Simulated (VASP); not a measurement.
Wanted: the native input for a VASP 6.6.1 run.

- Task: single point
- Functional: LDA
- Potentials or basis: VASP PAW LDA potentials, release 64 (Ni)
- Cutoff: 520 eV
- k mesh: 17 × 17 × 1
- Occupations: fermi-dirac, width 0.1 eV
- Spin: collinear spin, ferromagnetic start
- Starting moments: [1.0, 1.0, 1.0, 1.0, 1.0] μB
- Dipole correction: yes
- Further INCAR settings: ALGO = Normal; EDIFF = 1e-06; NBANDS = 37

The structure of Ni lies in POSCAR:

```
Ni
1.0
    2.4218354248      0.0000000000      0.0000000000
    0.0000000000      2.4218354248      0.0000000000
    0.0000000000      0.0000000000     22.8500000000
Ni
5
Direct
    0.0000000000      0.0000000000      0.3522017736
    0.5000000000      0.5000000000      0.4245274273
    0.0000000000      0.0000000000      0.4999999968
    0.5000000000      0.5000000000      0.5754725737
    0.0000000000      0.0000000000      0.6477982286
```

The input as run:

INCAR

```
PREC = Accurate
ENCUT = 520
EDIFF = 1E-6
ISMEAR = -1
SIGMA = 0.1
LREAL = False
LASPH = True
NELM = 150
ALGO = Normal
ISIF = 2
LWAVE = False
LCHARG = True
ISPIN = 2
MAGMOM = 1 1 1 1 1
LORBIT = 11
LMAXMIX = 4
LDIPOL = True
IDIPOL = 3
DIPOL = 0.5 0.5 0.500
GGA = CA
LELF = True
LVHAR = True
LVACPOTAV = True
NBANDS = 37
```

KPOINTS

```
regular mesh
0
Gamma
  17 17 1
```

Potentials or basis: VASP PAW LDA potentials, release 64 (Ni).

Command:

```console
$ cat potpaw_LDA.64/Ni/POTCAR > POTCAR
$ mpirun -np 1 vasp_std > vasp.out
```

Results of the run:

```
Largest force                                         : 0.015 eV/Å
Net moment                                            : 2.97 μB per cell
Site moments                                          : Ni +0.64, +0.56 (each value once) μB
Valence electrons inside the program's atomic spheres : Ni 9.28, 9.49, 9.46 (each value once)
```

It took 19 min on 1 thread of Intel Xeon 8259CL, on a shared host, peak memory 0.41 GiB.
